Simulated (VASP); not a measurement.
Al:

```xyz
2
Lattice="-2.4932 2.4932 1.3601 2.4932 -2.4932 1.3601 2.4932 2.4932 -1.3601" Properties=species:S:1:pos:R:3 pbc="T T T"
Al    0.0000    0.0000    0.0000
Al    0.0000    2.4932    0.6800
```

| Item | Value |
| --- | --- |
| Program | VASP 6.6.1 |
| Task | relaxation of cell and atoms |
| Functional | r2SCAN |
| Potentials or basis | VASP PAW PBE potentials, release 64 (Al) |
| Cutoff | 600 eV |
| k mesh | 8 × 8 × 8 |
| Occupations | gaussian, width 0.1 eV |
| Spin | no spin polarisation |

At the start: pressure 8.3 GPa; volume 16.91 Å³/atom.

Task: How do energy, volume and symmetry change on relaxing?

Result: Over 7 steps the energy falls by 74.1 meV/atom and the volume is 18.72 Å³/atom (+10.7 %); space group I4_1/amd (No. 141, to 0.05 Å).

The path:
```
step  energy change (eV)  largest force (eV/Å)  pressure (GPa)  volume (Å³)
   1              0.0000                0.0000            8.35        33.82
   2             -0.1397                0.0000           -1.01        38.24
   3             -0.1474                0.0000            0.36        37.35
   4             -0.1475                0.0000            0.46        37.27
   5             -0.1475                0.0000            0.57        37.20
   6             -0.1482                0.0000           -0.05        37.52
   7             -0.1483                0.0000            0.11        37.43
```

Final structure:
```
CELL_PARAMETERS angstrom
-2.62741 2.62741 1.35568
2.62741 -2.62741 1.35568
2.62741 2.62741 -1.35568
ATOMIC_POSITIONS crystal
Al 0.00000 0.00000 0.00000
Al 0.75000 0.25000 0.50000
```

Caveat: the PAW data sets were made with another functional, which shifts forces and pressure a little.
